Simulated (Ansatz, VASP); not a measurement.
Two plane-wave programs on Re

```xyz
2
Lattice="2.7423 0.0000 0.0000 -1.3711 2.3749 0.0000 0.0000 0.0000 4.4283" Properties=species:S:1:pos:R:3 pbc="T T T"
Re    1.3711    0.7916    3.3212
Re    0.0000    1.5833    1.1071
```

Alike in both runs: task single point; functional RPBE; dispersion D4; k mesh 11 × 11 × 6; occupations fermi-dirac, width 0.05 eV; no spin polarisation.

```csv
,VASP,Ansatz
version,VASP 6.6.1,Ansatz 0.2.0
potentials or method,"VASP PAW PBE potentials, release 64 (Re)",Ansatz PAW
plane-wave cutoff (eV),520,420
valence electrons in the cell,14,30
```

VASP gave:

* gap on the k mesh at the Fermi level (eV): none
* pressure (GPa): 4.4
* traceless stress, the component that is largest in VASP (GPa): 0.24

Which values does Ansatz return?

gap on the k mesh at the Fermi level (eV): none; pressure (GPa): 4.9; traceless stress, the component that is largest in VASP (GPa): 0.38.

VASP's potentials were made for PBE, not for RPBE. A gap of «none» marks a metal or a gap that the smearing closes. VASP's potentials hold 14 valence electrons a cell and Ansatz's 30, so a difference there can come from the potentials and not from the codes.

Neither program's run includes spin-orbit coupling.
